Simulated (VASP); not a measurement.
Write the native input for VASP 6.6.1 that does the following.

```yaml
Task: single point
Functional: r2SCAN
Potentials_or_basis: VASP PAW PBE potentials, release 64 (Ag, Cl)
Cutoff: 520 eV
k_mesh: 8 × 8 × 8
Occupations: fermi-dirac, width 0.05 eV
Spin: no spin polarisation
Dipole_correction: no
Further_INCAR_settings: ALGO = Normal; EDIFF = 1e-06; NBANDS = 16
```

Crystal: AgCl (Chlorargyrite).

```xyz
2
Lattice="0.0000 2.7710 2.7710 2.7710 0.0000 2.7710 2.7710 2.7710 0.0000" Properties=species:S:1:pos:R:3 pbc="T T T"
Ag    0.0000    0.0000    0.0000
Cl    2.7710    2.7710    2.7710
```

These files were run (other wordings do the same):

POSCAR

```
AgCl
1.0
    0.0000000000      2.7709909694      2.7709909694
    2.7709909694      0.0000000000      2.7709909694
    2.7709909694      2.7709909694      0.0000000000
Ag Cl
1 1
Direct
    0.0000000000      0.0000000000      0.0000000000
    0.5000000000      0.5000000000      0.5000000000
```

INCAR.step1

```
SYSTEM = AgCl
  PREC = Accurate
  ENCUT = 520
  ISMEAR = -1
  SIGMA = 0.05
  LREAL = .False.
  LASPH = .True.
  NELM = 100
  NBANDS = 16
  GGA = PE
  ALGO = Normal
  EDIFF = 1E-4
  LWAVE = .True.
  LCHARG = .False.
```

INCAR.step2

```
SYSTEM = AgCl
  PREC = Accurate
  ENCUT = 520
  EDIFF = 1E-6
  ISMEAR = -1
  SIGMA = 0.05
  LREAL = .False.
  LASPH = .True.
  NELM = 100
  ALGO = Normal
  ISIF = 2
  LWAVE = .False.
  LCHARG = .False.
  METAGGA = R2SCAN
  LMIXTAU = .True.
  NBANDS = 16
  ISTART = 1
```

KPOINTS

```
Automatic mesh
0
Gamma
  8 8 8
  0 0 0
```

Potentials or basis: VASP PAW PBE potentials, release 64 (Ag, Cl).

The run is started by

```console
$ cat potpaw_PBE.64/Ag/POTCAR potpaw_PBE.64/Cl/POTCAR > POTCAR
$ cp INCAR.step1 INCAR
$ mpirun -np 1 vasp_std > vasp.out
$ cp INCAR.step2 INCAR
$ mpirun -np 1 vasp_std > vasp.out
```

Results of the run:

```yaml
Pressure: 0.0 GPa
Band_gap_on_the_k_mesh: 1.42 eV, indirect (least direct gap 3.71 eV)
```

Caveat: the PAW data sets were made with another functional, which shifts forces and pressure a little.

It used 98 s of CPU time on 1 thread of AMD EPYC 7R13 Processor (Zen 3) (shared host).
